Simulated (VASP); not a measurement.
Runs of VASP 6.6.1 on MgS. The structure is that of space group Fm-3m (No. 225), or close to it. The cells are those of the table. 

| level | cell | k mesh | smearing | grid for exact exchange (PRECFOCK) | share of exact exchange | screening parameter | gap on the mesh (eV) | pressure (GPa) |
| --- | --- | --- | --- | --- | --- | --- | --- | --- |
| PBE | a = 3.688, b = 3.688, c = 3.717 Å, angles 59.7, 59.7, 60.5°, 2 atoms | 8 × 8 × 8 | fermi-dirac 0.02 eV | - | - | - | 2.67 | (c) |
| HSE06 | a = 3.679, b = 3.679, c = 3.727 Å, angles 59.6, 59.6, 59.1°, 2 atoms | 6 × 6 × 6 | gaussian 0.01 eV | Normal | 0.25 | 0.2079 1/Å | 3.60 | -0.7 |
| r2SCAN | a = 3.679, b = 3.679, c = 3.727 Å, angles 59.6, 59.6, 59.1°, 2 atoms | 8 × 8 × 8 | gaussian 0.01 eV | - | - | - | (a) | -0.5 |
| r2SCAN | a = 3.688, b = 3.688, c = 3.717 Å, angles 59.7, 59.7, 60.5°, 2 atoms | 8 × 8 × 8 | gaussian 0.01 eV | - | - | - | 3.33 | -1.6 |
| HSE06 | a = 3.688, b = 3.688, c = 3.717 Å, angles 59.7, 59.7, 60.5°, 2 atoms | 6 × 6 × 6 | gaussian 0.01 eV | Normal | 0.25 | 0.2079 1/Å | 3.64 | -1.8 |
| PBE | a = 3.679, b = 3.679, c = 3.727 Å, angles 59.6, 59.6, 59.1°, 2 atoms | 8 × 8 × 8 | fermi-dirac 0.02 eV | - | - | - | (b) | 0.9 |

Alike in all rows: task single point; potentials or basis VASP PAW PBE potentials, release 64 (Mg, S); no spin polarisation; cutoff (eV) 520.

Q: Fill in the values left out.

A: (a) 3.28; (b) 2.63; (c) -0.2.

Caveats: the PAW data sets were made with another functional, which shifts forces and pressure a little (at least some runs).

A k mesh can miss the band edges.
